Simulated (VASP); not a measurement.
## ZrSc: single point with LDA

The system is ZrSc.

```
Zr Sc
1.0
     3.15142    0.00000    0.00000
    -1.57571    2.72921    0.00000
     0.00000    0.00000    5.02073
Zr Sc
1 1
Direct
  0.66667 0.33333 0.00000
  0.00000 0.00000 0.50000
```

```yaml
Program: VASP 6.6.1
Task: single point
Functional: LDA
Potentials_or_basis: VASP PAW LDA potentials, release 64 (Zr_sv, Sc_sv)
Cutoff: 520 eV
k_mesh: 15 × 15 × 8
Occupations: fermi-dirac, width 0.15 eV
Spin: no spin polarisation
Dipole_correction: no
Further_INCAR_settings: ALGO = Normal; EDIFF = 1e-06; NBANDS = 18
```

- Pressure: 1.8 GPa
- Band gap on the k mesh: zero (an odd number of electrons rules out a gap without spin polarisation)

Levels at points of the mesh, in eV from the Fermi level:
```csv
k point,band 10,band 11,band 12,band 13,band 14,band 15
"(0.00, 0.00, 0.00)",-2.53,1.29,1.29,1.29,1.61,2.11
"(0.00, 0.00, 0.50)",-3.48,0.15,0.98,1.08,1.08,1.54
```

It took 86 s on 1 thread of AMD EPYC 7R43 64-Core Processor (Zen 3) (shared host), peak memory 0.19 GiB.
